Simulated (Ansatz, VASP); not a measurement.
One calculation of Al, two programs

The input INCAR:

```
SYSTEM = Al
PREC = Accurate
ENCUT = 520
EDIFF = 1E-6
ISMEAR = 0
SIGMA = 0.15
LREAL = .False.
LASPH = .True.
NELM = 60
ALGO = Normal
ISIF = 2
LWAVE = .False.
LCHARG = .False.
GGA = PE
IVDW = 12
NBANDS = 14
```

The input KPOINTS:

```
regular mesh
0
Gamma
  18 18 4
  0 0 0
```

The input POSCAR:

```
Al
1.0
    2.6962000000      0.0000000000      0.0000000000
   -1.3481000000      2.3349776937      0.0000000000
    0.0000000000      0.0000000000     10.4387000000
Al
4
Direct
    0.0000000000      0.0000000000      0.0000000000
    0.3333333333      0.6666666667      0.2500000000
    0.0000000000      0.0000000000      0.5000000000
    0.6666666667      0.3333333333      0.7500000000
```

Input for Ansatz:

```yaml
crystal:
  lattice:
    - [2.6962, 0.0, 0.0]
    - [-1.3481, 2.3349776937, 0.0]
    - [0.0, 0.0, 10.4387]
  atoms:
    - { symbol: Al, position: [0.0, 0.0, 0.0] }
    - { symbol: Al, position: [0.3333333333, 0.6666666667, 0.25] }
    - { symbol: Al, position: [0.0, 0.0, 0.5] }
    - { symbol: Al, position: [0.6666666667, 0.3333333333, 0.75] }
basis:
  ecutwfc: 420
kpoints:
  mp_grid: { grid: [18, 18, 4] }
hamiltonian:
  xc: pbe
  pseudopotentials: { kind: paw, azcp: { folder: soft_1 } }
  dispersion: d3bj
scf:
  occupations: { method: gaussian, width: 0.15 }
output:
  forces: true
  stress: true
  eigenvalues: true
```

Alike in both runs: task single point; functional PBE; dispersion D3(BJ); k mesh 18 × 18 × 4; occupations gaussian, width 0.15 eV; no spin polarisation.

|  | VASP | Ansatz |
| --- | --- | --- |
| version | VASP 6.6.1 | Ansatz 0.2.0 |
| potentials or method | VASP PAW PBE potentials, release 64 (Al), cutoff 520 eV | scalar-relativistic, plane waves, PAW |
| valence electrons in the cell | 12 | 12 |

```tsv
	VASP	Ansatz	Ansatz less VASP
gap on the k mesh at the Fermi level (eV)	none	none	-
pressure (GPa)	0.3	0.3	0.00
traceless stress, the component that is largest in VASP (GPa)	-8.90	-8.90	+0.001
```

A gap of «none» marks a metal or a gap that the smearing closes.
